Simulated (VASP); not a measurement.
# Sn (Immm) in VASP: notebook

Sn is run at these levels: LDA; tasks: single point.

All numbers are computed with VASP 6.6.1; they aren't measurements. Logs are shortened: lines on timing, memory, paths and dates and some standing lists are left out, and cuts for length are marked.

### Step 1. The cell of the first run

The structure is orthorhombic, space group Immm (No. 71). The conventional cell has a = 3.280 Å, b = 3.374 Å, c = 4.560 Å, α = 90.00°, β = 90.00°, γ = 90.00°. Within 4.3 Å of Sn (site symmetry mmm) lie 12 Sn at 3.28 to 3.37 Å.

### Step 2. Single point, LDA (strain -0.050 along x and y, -0.025 along z)

File INCAR:

```
PREC     = Accurate       # precision mode
ENCUT    = 520            # plane-wave cutoff, eV
EDIFF    = 1E-7           # SCF threshold, eV
ISMEAR   = 0              # smearing method
SIGMA    = 0.15           # smearing width, eV
LREAL    = F              # projectors in reciprocal space
LASPH    = T              # aspherical terms in the spheres
NELM     = 60             # most SCF steps
ALGO     = Fast           # electronic algorithm
ISIF     = 2              # what is computed and relaxed
LWAVE    = F              # write WAVECAR
LCHARG   = F              # write CHGCAR
NBANDS   = 13             # bands
```

File KPOINTS:

```
regular mesh
0
Gamma
  20 20 20
```

File POSCAR:

```
Sn
1.0
   -1.6402120500      1.6867696500      2.2798834500
    1.6402120500     -1.6867696500      2.2798834500
    1.6402120500      1.6867696500     -2.2798834500
Sn
1
Direct
    0.0000000000      0.0000000000      0.0000000000
```

Potentials or basis: VASP PAW LDA potentials, release 64 (Sn_d).

On the command line:

```sh
$ cat potpaw_LDA.64/Sn_d/POTCAR > POTCAR
$ mpirun -np 1 vasp_std > vasp.out
```

OUTCAR:

```text
PREC = Accurate
   ENCUT = 520
   EDIFF = 1E-7
   ISMEAR = 0
   LREAL = F
   LASPH = T
   NELM = 60
   ISIF = 2

 ion  position               nearest neighbor table
   1  0.000  0.000  0.000-

  LATTYP: Found a body centered orthorhombic cell.
 ALAT       =     3.2804241000
 B/A-ratio  =     1.0283851103
 C/A-ratio  =     1.3899931110

  Lattice vectors:

 A1 = (  -1.6402120500,   1.6867696500,   2.2798834500)
 A2 = (   1.6402120500,  -1.6867696500,   2.2798834500)
 A3 = (   1.6402120500,   1.6867696500,  -2.2798834500)

Analysis of symmetry for initial positions (statically):
=====================================================================
 Subroutine PRICEL returns:
 Original cell was already a primitive cell.

 Routine SETGRP: Setting up the symmetry group for a
 body centered orthorhombic supercell.

 Subroutine GETGRP returns: Found  8 space group operations
 (whereof  8 operations were pure point group operations)
 out of a pool of  8 trial point group operations.

The static configuration has the point symmetry D_2h.

Analysis of symmetry for dynamics (positions and initial velocities):
=====================================================================
 Subroutine PRICEL returns:
 Original cell was already a primitive cell.

 Routine SETGRP: Setting up the symmetry group for a
 body centered orthorhombic supercell.

 Subroutine GETGRP returns: Found  8 space group operations
 (whereof  8 operations were pure point group operations)
 out of a pool of  8 trial point group operations.

The dynamic configuration has the point symmetry D_2h.

 Subroutine INISYM returns: Found  8 space group operations
 (whereof  8 operations are pure point group operations),
 and found     1 'primitive' translations

----------------------------------------------------------------------------------------

                                     Primitive cell

  volume of cell :      25.2306

  direct lattice vectors                    reciprocal lattice vectors
    -1.640212050  1.686769650  2.279883450     0.000000000  0.296424589  0.219309456
     1.640212050 -1.686769650  2.279883450     0.304838634  0.000000000  0.219309456
     1.640212050  1.686769650 -2.279883450     0.304838634  0.296424589  0.000000000

  length of vectors
     3.276180088  3.276180088  3.276180088     0.368733202  0.375530598  0.425198929

  position of ions in fractional coordinates (direct lattice)
     0.000000000  0.000000000  0.000000000

  ion indices of the primitive-cell ions
   primitive index   ion index
                 1           1

----------------------------------------------------------------------------------------

 KPOINTS: regular mesh

Automatic generation of k-mesh.
 Grid dimensions read from file:
 generate k-points for:   20   20   20

 Generating k-lattice:

  Cartesian coordinates                     Fractional coordinates (reciprocal lattice)
     0.000000000  0.014821229  0.010965473     0.050000000  0.000000000 -0.000000000
     0.015241932  0.000000000  0.010965473     0.000000000  0.050000000 -0.000000000
     0.015241932  0.014821229  0.000000000     0.000000000  0.000000000  0.050000000

  Length of vectors
     0.018436660  0.018776530  0.021259946

  Shift w.r.t. Gamma in fractional coordinates (k-lattice)
     0.000000000  0.000000000  0.000000000

 Subroutine IBZKPT returns following result:
 ===========================================

 Found   1166 irreducible k-points:

 Following reciprocal coordinates:
            Coordinates               Weight
  0.000000  0.000000  0.000000      1.000000
  0.050000  0.000000 -0.000000      4.000000
  0.100000  0.000000 -0.000000      4.000000
  0.150000  0.000000 -0.000000      4.000000
  0.200000  0.000000 -0.000000      4.000000
  0.250000  0.000000 -0.000000      4.000000
[... 16 lines left out ...]
 -0.450000  0.050000  0.000000      8.000000
 -0.400000  0.050000  0.000000      8.000000
 [... further k-points ...]
   k-points           NKPTS =   1166   k-points in BZ     NKDIM =   1166   number of bands    NBANDS=     13
   number of dos      NEDOS =    301   number of ions     NIONS =      1
   total plane-waves  NPLWV =  13824
   dimension x,y,z NGX =    24 NGY =   24 NGZ =   24
   dimension x,y,z NGXF=    48 NGYF=   48 NGZF=   48
   ions per type =               1
   NGX,Y,Z   is equivalent  to a cutoff of  12.18, 12.18, 12.18 a.u.
   NGXF,Y,Z  is equivalent  to a cutoff of  24.36, 24.36, 24.36 a.u.
 SYSTEM =  unknown system
   PREC   = accura    normal or accurate (medium, high low for compatibility)
   ISTART =      0    job   : 0-new  1-cont  2-samecut
   ICHARG =      2    charge: 1-file 2-atom 10-const
   ISPIN  =      1    spin polarized calculation?
   LNONCOLLINEAR =      F non collinear calculations
   LSORBIT =      F    spin-orbit coupling
   LASPH  =      T    aspherical Exc in radial PAW
   ENCUT  =  520.0 eV  38.22 Ry    6.18 a.u.   6.09  6.09  6.09*2*pi/ulx,y,z
   NELM   =     60;   NELMIN=  2; NELMDL= -5     # of ELM steps
   EDIFF  = 0.1E-06   stopping-criterion for ELM
   LREAL  =      F    real-space projection
   EDIFFG = 0.1E-05   stopping-criterion for IOM
   NSW    =      0    number of steps for IOM
   IBRION =     -1    ionic relax: 0-MD 1-quasi-New 2-CG
   NFREE  =      0    steps in history (QN), initial steepest desc. (CG)
   ISIF   =      2    stress and relaxation
   ISYM   =      2    0-nonsym 1-usesym 2-fastsym
   POTIM  = 0.5000    time-step for ionic-motion
   TEBEG  =    0.0;   TEEND  =   0.0 temperature during run
   PSTRESS=    0.0 pullay stress
   NELECT =      14.0000    total number of electrons
   NUPDOWN=      -1.0000    fix difference up-down
   EMIN   =  10.00;   EMAX   =-10.00  energy-range for DOS
   EFERMI =   0.00;   METHOD = LEGACY
   ISMEAR =     0;   SIGMA  =   0.15  broadening in eV -4-tet -1-fermi 0-gaus
   EFERMI_NEDOS =   21; number of points for ismear=-14 and -15
   IALGO  =     68    algorithm
   IMIX   =      4    mixing-type and parameters
     AMIX     =   0.40;   BMIX     =  1.00
     AMIX_MAG =   1.60;   BMIX_MAG =  1.00
  volume/ion in A,a.u.               =      25.23       170.26
  Fermi-wavevector in a.u.,A,eV,Ry     =   1.345266  2.542183 24.623001  1.809740
  Thomas-Fermi vector in A             =   2.473192
   LORBIT       =      0    0 simple, 1 ext, 2 COOP (PROOUT), +10 PAW based schemes
   GGA     = CA    functional components
   LHFCALC =     F    Hartree Fock is set to
   AEXX    =    0.0000 exact exchange contribution
   IVDW    =     0    specifies the selected vdW correction
   LEPSILON=     F    determine dielectric tensor
   LRPA    =     F    only Hartree local field effects (RPA)
 non-spin polarized calculation
 RMM-DIIS sequential band-by-band and
 Gauss-broadening in eV      SIGMA  =   0.15
  energy-cutoff  :      520.00
  volume of cell :       25.23
 maximum number of plane-waves:       693
   NGX = 13   NGY = 13   NGZ = 13

 number of electron      14.0000003 magnetization

 Free energy of the ion-electron system (eV)
  ---------------------------------------------------
  ext. energy  EPLUGINS =         0.00000000
  ---------------------------------------------------
  free energy    TOTEN  =        -4.43940146 eV

  energy without entropy =       -4.43251457  energy(sigma->0) =       -4.43595802

 E-fermi :   8.8347     XC(G=0): -10.9553

 val. band max:        8.8327126844   @ k =  -0.3000   0.5000   0.0500
 cond. band min:       8.8366901473   @ k =  -0.4000  -0.3000   0.1000
 fundamental gap:      0.0039774629
 Fermi energy:         8.8346662828

 k-point     1 :       0.0000    0.0000    0.0000
  band No.  band energies     occupation
      1     -12.7153      2.00000
      2     -12.6958      2.00000
      3     -12.6833      2.00000
      4     -12.6099      2.00000
      5     -12.5817      2.00000
      6      -2.9145      2.00000
      7      16.7082      0.00000
      8      16.9281      0.00000
      9      17.3871      0.00000
     10      19.6609      0.00000
     11      20.7979      0.00000
     12      21.2292      0.00000
     13      21.5377      0.00000

 k-point     2 :       0.0500    0.0000   -0.0000
  band No.  band energies     occupation
      1     -12.7138      2.00000
      2     -12.6931      2.00000
      3     -12.6826      2.00000
      4     -12.6096      2.00000
      5     -12.5819      2.00000
      6      -2.8608      2.00000
      7      16.0919      0.00000
      8      16.7884      0.00000
      9      17.2770      0.00000
     10      19.4095      0.00000
     11      21.1378      0.00000
     12      21.7020      0.00000
     13      21.9001      0.00000

 k-point     3 :       0.1000    0.0000   -0.0000
  band No.  band energies     occupation
      1     -12.7100      2.00000
      2     -12.6861      2.00000
      3     -12.6803      2.00000
      4     -12.6080      2.00000
      5     -12.5820      2.00000
      6      -2.6997      2.00000
      7      14.6295      0.00000
      8      16.6068      0.00000
      9      16.9938      0.00000
     10      19.2095      0.00000
     11      21.5311      0.00000
     12      22.1175      0.00000
     13      23.1580      0.00000
[... 305 lines left out ...]
 k-point    23 :      -0.4500    0.0500    0.0000
  band No.  band energies     occupation
      1     -12.7023      2.00000
      2     -12.6898      2.00000
      3     -12.6794      2.00000
      4     -12.5192      2.00000
      5     -12.5010      2.00000
      6       1.0356      2.00000
      7       4.7026      2.00000
      8      14.6517      0.00000
      9      15.0015      0.00000
     10      18.3893      0.00000
     11      20.3057      0.00000
     12      20.6763      0.00000
     13      21.1723      0.00000

 k-point    24 :      -0.4000    0.0500    0.0000
  band No.  band energies     occupation
      1     -12.7019      2.00000
      2     -12.6863      2.00000
      3     -12.6764      2.00000
      4     -12.5309      2.00000
      5     -12.5132      2.00000
      6       0.2479      2.00000
      7       5.8896      2.00000
      8      14.8132      0.00000
      9      15.0792      0.00000
     10      18.4382      0.00000
     11      20.3426      0.00000
     12      20.8900      0.00000
     13      21.5829      0.00000

 [... further k-points ...]

------------------------ aborting loop because EDIFF is reached ----------------------------------------

  FORCE on cell =-STRESS in cart. coord.  units (eV):
  Direction    XX          YY          ZZ          XY          YZ          ZX
  --------------------------------------------------------------------------------------
  -------------------------------------------------------------------------------------
  Total        0.3413256      0.1621773      0.2309118      0.0000000      0.0000000      0.0000000
  in kB       21.6745961     10.2984573     14.6631821      0.0000000      0.0000000      0.0000000
  external PRESSURE =      15.5454118 kB  Pullay stress =       0.0000000 kB

 VOLUME and BASIS-vectors are now :
 -----------------------------------------------------------------------------
  energy-cutoff  :      520.00
  volume of cell :       25.23
      direct lattice vectors                 reciprocal lattice vectors
    -1.640212050  1.686769650  2.279883450     0.000000000  0.296424589  0.219309456
     1.640212050 -1.686769650  2.279883450     0.304838634  0.000000000  0.219309456
     1.640212050  1.686769650 -2.279883450     0.304838634  0.296424589  0.000000000

 POSITION                                       TOTAL-FORCE (eV/Angst)
 -----------------------------------------------------------------------------------
      0.00000      0.00000      0.00000        -0.000000      0.000000      0.000000
 -----------------------------------------------------------------------------------
    total drift:                               -0.000000      0.000000     -0.000000

  FREE ENERGIE OF THE ION-ELECTRON SYSTEM (eV)
  ---------------------------------------------------
  free  energy   TOTEN  =        -4.4394014637 eV

  energy  without entropy=       -4.4325145704  energy(sigma->0) =       -4.43595802
```

Wall time 5.6 min (1 thread of Intel Xeon 8259CL, shared host); peak memory 0.43 GiB.

What came out:

```yaml
Free_energy: -4.4394 eV
Pressure: 1.6 GPa
Band_gap_on_the_k_mesh: zero (bands 7 and 8 overlap by 10.10 eV)
```

Caveat: the cell differs from its parent crystal (strain -0.050 along x and y, -0.025 along z); spin-orbit coupling is left out, which moves the levels of the heavy elements.

### Step 3. Single point, LDA (strain -0.050 along x and y, +0.000 along z)

Edit INCAR of step 2 so:

```diff
@@ -7,3 +7,3 @@
 LASPH    = T              # aspherical terms in the spheres
-NELM     = 60             # most SCF steps
+NELM     = 100            # most SCF steps
 ALGO     = Fast           # electronic algorithm
@@ -11,3 +11,5 @@
 LWAVE    = F              # write WAVECAR
-LCHARG   = F              # write CHGCAR
+LCHARG   = T              # write CHGCAR
+LELF     = T              # ELF
+LVHAR    = T            
 NBANDS   = 13             # bands
```

KPOINTS is that of step 2.

File POSCAR:

```
Sn
1.0
   -1.6402120500      1.6867696500      2.3383420000
    1.6402120500     -1.6867696500      2.3383420000
    1.6402120500      1.6867696500     -2.3383420000
Sn
1
Direct
    0.0000000000      0.0000000000      0.0000000000
```

Potentials or basis: VASP PAW LDA potentials, release 64 (Sn_d).

On the command line:

```sh
$ cat potpaw_LDA.64/Sn_d/POTCAR > POTCAR
$ mpirun -np 1 vasp_std > vasp.out
```

Run time: 13 min. Hardware: 1 thread of Intel Xeon 8259CL, shared host; peak memory 0.45 GiB.

Results (log left out):

* Free energy: -4.4427 eV
* Pressure: 0.0 GPa
* Band gap on the k mesh: zero (bands 7 and 8 overlap by 9.73 eV)

Stress tensor (GPa, compression positive):
```
 0.32  0.00  0.00
 0.00 -0.41  0.00
 0.00  0.00  0.03
```

Levels at points of the mesh, in eV from the Fermi level:
```tsv
k point	band 3	band 4	band 5	band 6	band 7	band 8	band 9	band 10	band 11	band 12
(0.00, 0.00, 0.00)	-21.51	-21.42	-21.42	-11.55	7.64	7.91	8.31	10.79	11.82	12.15
(0.50, 0.00, 0.00)	-21.50	-21.34	-21.33	-7.11	-4.94	6.11	6.16	10.21	10.88	11.03
(0.00, 0.50, 0.00)	-21.49	-21.33	-21.32	-6.81	-4.87	5.66	5.89	10.04	10.44	10.60
(0.50, 0.50, 0.00)	-21.34	-21.31	-21.30	-4.97	-3.87	2.06	2.10	5.64	5.97	20.29
(0.50, 0.50, 0.50)	-21.34	-21.31	-21.31	-4.89	-3.82	1.64	2.36	5.33	6.13	20.30
```

Caveat: the cell differs from its parent crystal (strain -0.050 along x and y, +0.000 along z); spin-orbit coupling is left out, which moves the levels of the heavy elements.

### Step 4. Single point, LDA (strain -0.050 along x and y, +0.025 along z)

File INCAR:

```
SYSTEM = Sn
PREC = Accurate
ENCUT = 520
EDIFF = 1E-6
ISMEAR = 0
SIGMA = 0.15
LREAL = .FALSE.
LASPH = .TRUE.
NELM = 60
ALGO = Fast
ISIF = 2
LWAVE = .FALSE.
LCHARG = .FALSE.
GGA = CA
NBANDS = 13
```

File KPOINTS:

```
Automatic mesh
0
G
  20 20 20
  0 0 0
```

File POSCAR:

```
Sn
1.0
   -1.6402120500      1.6867696500      2.3968005500
    1.6402120500     -1.6867696500      2.3968005500
    1.6402120500      1.6867696500     -2.3968005500
Sn
1
Direct
    0.0000000000      0.0000000000      0.0000000000
```

On the command line:

```sh
$ cat potpaw_LDA.64/Sn_d/POTCAR > POTCAR
$ mpirun -np 1 vasp_std > vasp.out
```

It took 11 min on 1 thread of Intel Xeon 8259CL, shared host; peak memory 0.45 GiB.

The run converged. Its results:

- Free energy: -4.4404 eV
- Pressure: -1.4 GPa
- Band gap on the k mesh: zero (bands 7 and 8 overlap by 9.54 eV)

Stress tensor (GPa, compression positive):
```
-1.11  0.00  0.00
 0.00 -1.79  0.00
 0.00  0.00 -1.23
```

Levels at points of the mesh, in eV from the Fermi level:
```tsv
k point	band 4	band 5	band 6	band 7	band 8	band 9	band 10	band 11
(0.00, 0.00, 0.00)	-21.41	-21.39	-11.36	7.42	7.74	8.10	10.78	11.71
(0.50, 0.00, 0.00)	-21.32	-21.32	-7.06	-4.79	5.71	6.24	10.24	10.28
(0.00, 0.50, 0.00)	-21.32	-21.31	-6.76	-4.72	5.56	5.75	10.01	10.28
(0.50, 0.50, 0.00)	-21.30	-21.29	-4.86	-3.68	1.89	2.02	5.44	5.85
(0.50, 0.50, 0.50)	-21.30	-21.30	-5.16	-3.85	1.84	2.56	5.50	6.28
```

Caveat: the cell differs from its parent crystal (strain -0.050 along x and y, +0.025 along z); spin-orbit coupling is left out, which moves the levels of the heavy elements.

### Step 5. Overview

```csv
cell,further INCAR settings,gap on the mesh (eV),pressure (GPa)
"a = 3.276 Å, angles 119.9, 118.0, 91.8°, 1 atom",ALGO = Fast; EDIFF = 1e-07; NBANDS = 13,none,1.6
"a = 3.317 Å, angles 120.7, 118.9, 90.4°, 1 atom",ALGO = Fast; EDIFF = 1e-07; NBANDS = 13,none,0.0
"a = 3.359 Å, angles 121.5, 119.7, 88.9°, 1 atom",ALGO = Fast; EDIFF = 1e-06; NBANDS = 13,none,-1.4
```

Alike in all rows: task single point; level LDA; potentials or basis VASP PAW LDA potentials, release 64 (Sn_d); no spin polarisation; k mesh 20 × 20 × 20; cutoff (eV) 520; smearing gaussian 0.15 eV.

Caveats: spin-orbit coupling is left out, which moves the levels of the heavy elements.

Total energies depend on the potentials used, so only differences within one code and one set of settings carry meaning.
